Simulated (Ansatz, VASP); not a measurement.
**One calculation of SrAl2O2, two programs**

File INCAR:

```
PREC = Accurate
ENCUT = 520
EDIFF = 1E-6
ISMEAR = 0
SIGMA = 0.1
LREAL = False
LASPH = True
NELM = 100
ALGO = Normal
ISIF = 2
LWAVE = False
LCHARG = True
GGA = PE
LELF = True
LVHAR = True
NBANDS = 22
```

The input KPOINTS:

```
regular mesh
0
Gamma
  4 4 4
```

Contents of POSCAR:

```
SrAl2O2
1.0
    4.0086524400      0.0000000000      0.0000000000
    0.0000000000      4.0086524400      0.0000000000
    0.0000000000      0.0000000000      5.4376190000
Sr Al O
1 2 2
Direct
    0.0000000000      0.0000000000      0.0000000000
    0.5000000000      0.5000000000      0.2399999900
    0.5000000000      0.5000000000      0.7600000100
    0.0000000000      0.5000000000      0.5000000000
    0.5000000000      0.0000000000      0.5000000000
```

Input for Ansatz:

```yaml
crystal:
  lattice:
    - [4.00865244, 0.0, 0.0]
    - [0.0, 4.00865244, 0.0]
    - [0.0, 0.0, 5.437619]
  atoms:
    - { symbol: Sr, position: [0.0, 0.0, 0.0] }
    - { symbol: Al, position: [0.5, 0.5, 0.23999999] }
    - { symbol: Al, position: [0.5, 0.5, 0.76000001] }
    - { symbol: O, position: [0.0, 0.5, 0.5] }
    - { symbol: O, position: [0.5, 0.0, 0.5] }
basis:
  ecutwfc: 420
kpoints:
  mp_grid: { grid: [4, 4, 4] }
hamiltonian:
  xc: pbe
scf:
  occupations: { method: gaussian, width: 0.1 }
  lower_state_search: "off"
output:
  forces: true
  stress: true
  eigenvalues: true
```

Change from the starting cell: species swapped into the CeMg2Si2 type (P4/mmm, No. 123).

Alike in both runs: task single point; functional PBE; k mesh 4 × 4 × 4; occupations gaussian, width 0.1 eV; no spin polarisation.

|  | VASP | Ansatz |
| --- | --- | --- |
| version | VASP 6.6.1 | Ansatz 0.2.0 |
| potentials or method | VASP PAW PBE potentials, release 64 (Sr_sv, Al, O), cutoff 520 eV | scalar-relativistic, plane waves, PAW |
| valence electrons in the cell | 28 | 28 |

Ansatz gave:

* gap on the k mesh at the Fermi level (eV): none
* pressure (GPa): -7.8
* traceless stress, the component that is largest in VASP (GPa): -16.60
* rms of the force components (eV/Å): 1.432

Q: Estimate VASP's values.

A: gap on the k mesh at the Fermi level (eV): none; pressure (GPa): -7.7; traceless stress, the component that is largest in VASP (GPa): -16.60; rms of the force components (eV/Å): 1.434.

Atom by atom the forces differ by 0.002 eV/Å (rms over components). A gap of «none» marks a metal or a gap that the smearing closes. The functional is the same, so the differences come from potentials, cutoffs and numerics.

The k mesh is coarse, so the values compare programs but aren't converged.
